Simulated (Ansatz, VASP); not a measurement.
# One calculation of SnTe, two programs

```
Sn Te
1.0
     0.00000    3.11856    3.11856
     3.11856    0.00000    3.11856
     3.11856    3.11856    0.00000
Sn Te
1 1
Cartesian
  0.0000 0.0000 0.0000
  3.1186 3.1186 3.1186
```

Alike in both runs: functional LDA; k mesh 10 × 10 × 10; occupations gaussian, width 0.01 eV; no spin polarisation.

Ansatz relaxed the structure, and its values are those at the end. VASP's run is a single point on that final structure, the one shown.

|  | VASP | Ansatz |
| --- | --- | --- |
| version | VASP 6.6.1 | Ansatz 0.2.0 |
| potentials or method | VASP PAW LDA potentials, release 64 (Sn_d, Te), cutoff 520 eV | scalar-relativistic, plane waves, PAW |
| valence electrons in the cell | 20 | 30 |

|  | VASP | Ansatz | Ansatz less VASP |
| --- | --- | --- | --- |
| gap on the k mesh at the Fermi level (eV) | 0.21 | 0.20 | -0.013 |
| least direct gap on the mesh (eV) | 0.21 | 0.20 | -0.013 |
| pressure (GPa) | 0.0 | 0.0 | -0.06 |

LDA's correlation is that of Perdew and Zunger in VASP and of Perdew and Wang (1992) in Ansatz. VASP's potentials hold 20 valence electrons a cell and Ansatz's 30, so a difference there can come from the potentials and not from the codes.

Neither program's run includes spin-orbit coupling.
